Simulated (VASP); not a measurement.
# Pt (P6_3/mmc) in VASP: notebook

Runs on Pt. Level: PBEsol. Tasks: single point.

Program: VASP 6.6.1. These are calculated values, not measurements. Logs are shortened: lines on timing, memory, paths and dates and some standing lists are left out, and cuts for length are marked.

## Step 1: The cell of the first run

It takes space group P6_3/mmc (No. 194, hexagonal). The conventional cell has a = 2.725 Å, b = 2.725 Å, c = 4.707 Å, α = 90.00°, β = 90.00°, γ = 120.00°. Within 3.6 Å of Pt (site symmetry -6m2) lie 12 Pt at 2.73 to 2.83 Å.

## Step 2: Single point, PBEsol

INCAR

```
SYSTEM = Pt
  ALGO = Fast
  EDIFF = 1E-7
  ENCUT = 520
  GGA = PS
  ISIF = 2
  ISMEAR = 0
  LASPH = .True.
  LCHARG = .False.
  LREAL = .False.
  LWAVE = .False.
  NBANDS = 17
  NELM = 80
  PREC = Accurate
  SIGMA = 0.15
```

KPOINTS

```
k-points
0
Gamma
  30 30 14
  0 0 0
```

POSCAR

```
Pt
1.0
    2.7251696197      0.0000000000      0.0000000000
   -1.3625848098      2.3600661203      0.0000000000
    0.0000000000      0.0000000000      4.7068056347
Pt
2
Direct
    0.6666666667      0.3333333333      0.7500000000
    0.3333333333      0.6666666667      0.2500000000
```

Potentials or basis: VASP PAW PBE potentials, release 64 (Pt).

Started as:

```
cat potpaw_PBE.64/Pt/POTCAR > POTCAR
mpirun -np 1 vasp_std > vasp.out
```

OUTCAR:

```text
SYSTEM = Pt
   EDIFF = 1E-7
   ENCUT = 520
   GGA = PS
   ISIF = 2
   ISMEAR = 0
   LASPH = .True.
   LREAL = .False.
   NELM = 80
   PREC = Accurate

 ion  position               nearest neighbor table
   1  0.667  0.333  0.750-   2 2.83   2 2.83   2 2.83   2 2.83   2 2.83   2 2.83
   2  0.333  0.667  0.250-   1 2.83   1 2.83   1 2.83   1 2.83   1 2.83   1 2.83

  LATTYP: Found a hexagonal cell.
 ALAT       =     2.7251696197
 C/A-ratio  =     1.7271606144

  Lattice vectors:

 A1 = (   2.7251696197,   0.0000000000,   0.0000000000)
 A2 = (  -1.3625848098,   2.3600661203,   0.0000000000)
 A3 = (   0.0000000000,   0.0000000000,   4.7068056347)

Analysis of symmetry for initial positions (statically):
=====================================================================
 Subroutine PRICEL returns:
 Original cell was already a primitive cell.

 Routine SETGRP: Setting up the symmetry group for a
 hexagonal supercell.

 Subroutine GETGRP returns: Found 24 space group operations
 (whereof 12 operations were pure point group operations)
 out of a pool of 24 trial point group operations.

The static configuration has the point symmetry D_3d.
 The point group associated with its full space group is D_6h.

Analysis of symmetry for dynamics (positions and initial velocities):
=====================================================================
 Subroutine PRICEL returns:
 Original cell was already a primitive cell.

 Routine SETGRP: Setting up the symmetry group for a
 hexagonal supercell.

 Subroutine GETGRP returns: Found 24 space group operations
 (whereof 12 operations were pure point group operations)
 out of a pool of 24 trial point group operations.

The dynamic configuration has the point symmetry D_3d.
 The point group associated with its full space group is D_6h.

 Subroutine INISYM returns: Found 24 space group operations
 (whereof 12 operations are pure point group operations),
 and found     1 'primitive' translations

----------------------------------------------------------------------------------------

                                     Primitive cell

  volume of cell :      30.2722

  direct lattice vectors                    reciprocal lattice vectors
     2.725169620  0.000000000  0.000000000     0.366949636  0.211858471  0.000000000
    -1.362584810  2.360066120  0.000000000     0.000000000  0.423716942  0.000000000
     0.000000000  0.000000000  4.706805635     0.000000000  0.000000000  0.212458316

[... 76 lines left out ...]
   ICHARG =      2    charge: 1-file 2-atom 10-const
   ISPIN  =      1    spin polarized calculation?
   LNONCOLLINEAR =      F non collinear calculations
   LSORBIT =      F    spin-orbit coupling
   LASPH  =      T    aspherical Exc in radial PAW
   ENCUT  =  520.0 eV  38.22 Ry    6.18 a.u.   5.07  5.07  8.75*2*pi/ulx,y,z
   NELM   =     80;   NELMIN=  2; NELMDL= -5     # of ELM steps
   EDIFF  = 0.1E-06   stopping-criterion for ELM
   LREAL  =      F    real-space projection
   EDIFFG = 0.1E-05   stopping-criterion for IOM
   NSW    =      0    number of steps for IOM
   IBRION =     -1    ionic relax: 0-MD 1-quasi-New 2-CG
   NFREE  =      0    steps in history (QN), initial steepest desc. (CG)
   ISIF   =      2    stress and relaxation
   ISYM   =      2    0-nonsym 1-usesym 2-fastsym
   POTIM  = 0.5000    time-step for ionic-motion
   TEBEG  =    0.0;   TEEND  =   0.0 temperature during run
   PSTRESS=    0.0 pullay stress
   NELECT =      20.0000    total number of electrons
   NUPDOWN=      -1.0000    fix difference up-down
   EMIN   =  10.00;   EMAX   =-10.00  energy-range for DOS
   EFERMI =   0.00;   METHOD = LEGACY
   ISMEAR =     0;   SIGMA  =   0.15  broadening in eV -4-tet -1-fermi 0-gaus
   EFERMI_NEDOS =   21; number of points for ismear=-14 and -15
   IALGO  =     68    algorithm
   IMIX   =      4    mixing-type and parameters
     AMIX     =   0.40;   BMIX     =  1.00
     AMIX_MAG =   1.60;   BMIX_MAG =  1.00
  volume/ion in A,a.u.               =      15.14       102.14
  Fermi-wavevector in a.u.,A,eV,Ry     =   1.425838  2.694443 27.660833  2.033014
  Thomas-Fermi vector in A             =   2.546179
   LORBIT       =      0    0 simple, 1 ext, 2 COOP (PROOUT), +10 PAW based schemes
   GGA     = PS    functional components
   LHFCALC =     F    Hartree Fock is set to
   AEXX    =    0.0000 exact exchange contribution
   IVDW    =     0    specifies the selected vdW correction
   LEPSILON=     F    determine dielectric tensor
   LRPA    =     F    only Hartree local field effects (RPA)
 non-spin polarized calculation
 RMM-DIIS sequential band-by-band and
 Gauss-broadening in eV      SIGMA  =   0.15
  energy-cutoff  :      520.00
  volume of cell :       30.27
 maximum number of plane-waves:       833
   NGX = 11   NGY = 11   NGZ = 17

 number of electron      20.0000000 magnetization

 Free energy of the ion-electron system (eV)
  ---------------------------------------------------
  ext. energy  EPLUGINS =         0.00000000
  ---------------------------------------------------
  free energy    TOTEN  =       -13.82043908 eV

  energy without entropy =      -13.77894677  energy(sigma->0) =      -13.79969293

 E-fermi :  10.9984     XC(G=0): -13.6023

 val. band max:       10.9973942488   @ k =   0.3000   0.0333   0.5000
 cond. band min:      10.9985526393   @ k =   0.3667   0.0000   0.1429
 fundamental gap:      0.0011583905
 Fermi energy:        10.9984389840

 k-point     1 :       0.0000    0.0000    0.0000
  band No.  band energies     occupation
      1       0.7678      2.00000
      2       3.4952      2.00000
      3       6.8039      2.00000
      4       7.3328      2.00000
      5       7.3328      2.00000
      6       7.7359      2.00000
[... 457 lines left out ...]
      4       6.6713      2.00000
      5       7.0010      2.00000
      6       7.8943      2.00000
[... 9 lines left out ...]
     16      26.5894      0.00000
     17      29.1651      0.00000

 [... further k-points ...]
[... 5 lines left out ...]
  --------------------------------------------------------------------------------------
  -------------------------------------------------------------------------------------
  Total        0.0185393      0.0185393     -0.1853071      0.0000000     -0.0000000      0.0000000
  in kB        0.9812062      0.9812062     -9.8075060      0.0000000     -0.0000000      0.0000000
  external PRESSURE =      -2.6150312 kB  Pullay stress =       0.0000000 kB

 VOLUME and BASIS-vectors are now :
 -----------------------------------------------------------------------------
  energy-cutoff  :      520.00
  volume of cell :       30.27
      direct lattice vectors                 reciprocal lattice vectors
     2.725169620  0.000000000  0.000000000     0.366949636  0.211858471  0.000000000
    -1.362584810  2.360066120  0.000000000     0.000000000  0.423716942  0.000000000
     0.000000000  0.000000000  4.706805635     0.000000000  0.000000000  0.212458316

 POSITION                                       TOTAL-FORCE (eV/Angst)
 -----------------------------------------------------------------------------------
      1.36258      0.78669      3.53010        -0.000000     -0.000000      0.000000
     -0.00000      1.57338      1.17670         0.000000      0.000000      0.000000
 -----------------------------------------------------------------------------------
    total drift:                                0.000000     -0.000000      0.000000

  FREE ENERGIE OF THE ION-ELECTRON SYSTEM (eV)
  ---------------------------------------------------
  free  energy   TOTEN  =       -13.8204390828 eV

  energy  without entropy=      -13.7789467701  energy(sigma->0) =      -13.79969293
```

OSZICAR:

```text
N       E                     dE             d eps       ncg     rms          rms(c)
DAV:   1     0.101252156844E+03    0.10125E+03   -0.10483E+04 24792   0.114E+03
DAV:   2    -0.128348497990E+02   -0.11409E+03   -0.10849E+03 26679   0.247E+02
DAV:   3    -0.147141890103E+02   -0.18793E+01   -0.18557E+01 30375   0.315E+01
DAV:   4    -0.147235498452E+02   -0.93608E-02   -0.93593E-02 29905   0.232E+00
DAV:   5    -0.147236389954E+02   -0.89150E-04   -0.89148E-04 30306   0.235E-01    0.189E+01
RMM:   6    -0.139151953708E+02    0.80844E+00   -0.11333E+00 24804   0.794E+00    0.972E+00
RMM:   7    -0.138303345424E+02    0.84861E-01   -0.28055E-01 25659   0.397E+00    0.303E+00
RMM:   8    -0.138215482813E+02    0.87863E-02   -0.45261E-02 25761   0.165E+00    0.113E+00
RMM:   9    -0.138204005033E+02    0.11478E-02   -0.32179E-03 27589   0.427E-01    0.952E-02
RMM:  10    -0.138204397710E+02   -0.39268E-04   -0.40238E-04 27817   0.131E-01    0.954E-02
RMM:  11    -0.138204422558E+02   -0.24848E-05   -0.43699E-05 27861   0.440E-02    0.790E-02
RMM:  12    -0.138204383464E+02    0.39095E-05   -0.23658E-05 27232   0.357E-02    0.155E-02
RMM:  13    -0.138204389107E+02   -0.56433E-06   -0.40984E-06 27750   0.127E-02    0.227E-03
RMM:  14    -0.138204390975E+02   -0.18683E-06   -0.70427E-07 25637   0.531E-03    0.292E-03
RMM:  15    -0.138204390828E+02    0.14736E-07   -0.24919E-07 19718   0.335E-03
   1 F= -.13820439E+02 E0= -.13799693E+02  d E =-.414923E-01
```

stdout:

```text
POSCAR found type information on POSCAR Pt
 POSCAR found :  1 types and       2 ions
 scaLAPACK will be used
 -----------------------------------------------------------------------------
|                                                                             |
|                                                                             |
|     You enforced a specific xc type in the INCAR file but a different       |
|     I HOPE YOU KNOW WHAT YOU ARE DOING!                                     |
|                                                                             |
 -----------------------------------------------------------------------------

 LDA part: xc-table for (Slater+PW92), standard interpolation
 POSCAR, INCAR and KPOINTS ok, starting setup
 FFT: planning ... GRIDC
 FFT: planning ... GRID_SOFT
 FFT: planning ... GRID
 WAVECAR not read
 entering main loop
```

It took 3.3 min on 1 thread of Intel Xeon 6975P-C, shared host; peak memory 0.4 GiB.

What came out:

- Free energy: -13.8204 eV
- Pressure: -0.3 GPa
- Band gap on the k mesh: zero (band 10 reaches 11.53 eV, above the bottom of band 11 at 10.15 eV)

Levels at points of the mesh, in eV from the Fermi level:
```csv
k point,band 8,band 9,band 10,band 11,band 12,band 13
"(0.00, 0.00, 0.00)",-1.96,-1.96,-0.95,-0.23,-0.23,4.99
"(0.50, 0.00, 0.00)",0.04,0.31,0.53,2.32,3.84,7.44
"(0.00, 0.00, 0.50)",-3.66,-0.85,-0.85,-0.85,-0.85,12.27
"(0.50, 0.00, 0.50)",-0.97,0.43,0.43,1.65,1.65,6.73
```

Caveat: the PAW data sets were made with another functional, which shifts forces and pressure a little; spin-orbit coupling is left out, which moves the levels of the heavy elements.

## Step 3: Single point, PBEsol (strained)

INCAR

```
  PREC = Accurate
  ENCUT = 520
  EDIFF = 1E-7
  ISMEAR = 0
  SIGMA = 0.1
  LREAL = False
  LASPH = True
  NELM = 100
  ALGO = Fast
  ISIF = 2
  LWAVE = False
  LCHARG = False
  GGA = PS
  NBANDS = 17
```

KPOINTS

```
Automatic mesh
0
Gamma
  15 15 8
```

POSCAR

```
Pt
1.0
    2.7437979489      0.0000000000      0.0000000000
   -1.3718989744      2.3761987266      0.0000000000
    0.0000000000      0.0000000000      5.0503821013
Pt
2
Direct
    0.6666666700      0.3333333300      0.7500000000
    0.3333333300      0.6666666700      0.2500000000
```

Potentials or basis: VASP PAW PBE potentials, release 64 (Pt).

Started as:

```
cat potpaw_PBE.64/Pt/POTCAR > POTCAR
mpirun -np 1 vasp_std > vasp.out
```

It took 28 s on 1 thread of Intel Xeon 6975P-C (Granite Rapids), shared host; peak memory 0.18 GiB.

It converged, with:

- Free energy: -13.6129 eV
- Pressure: -17.1 GPa
- Band gap on the k mesh: zero (band 10 reaches 10.03 eV, above the bottom of band 11 at 8.83 eV)

Stress tensor (GPa, compression positive):
```
-14.68   0.00   0.00
  0.00 -14.68   0.00
  0.00   0.00 -21.92
```

Levels at points of the mesh, in eV from the Fermi level:
```
           k point  band 7  band 8  band 9  band 10  band 11  band 12  band 13  band 14
(0.00, 0.00, 0.00)   -2.97   -1.27   -1.27    -0.90    -0.11    -0.11     3.73    14.65
(0.00, 0.00, 0.50)   -3.18   -3.18   -0.58    -0.58    -0.58    -0.58    10.37    10.37
```

Caveat: the cell differs from its parent crystal (strained); the PAW data sets were made with another functional, which shifts forces and pressure a little; spin-orbit coupling is left out, which moves the levels of the heavy elements.
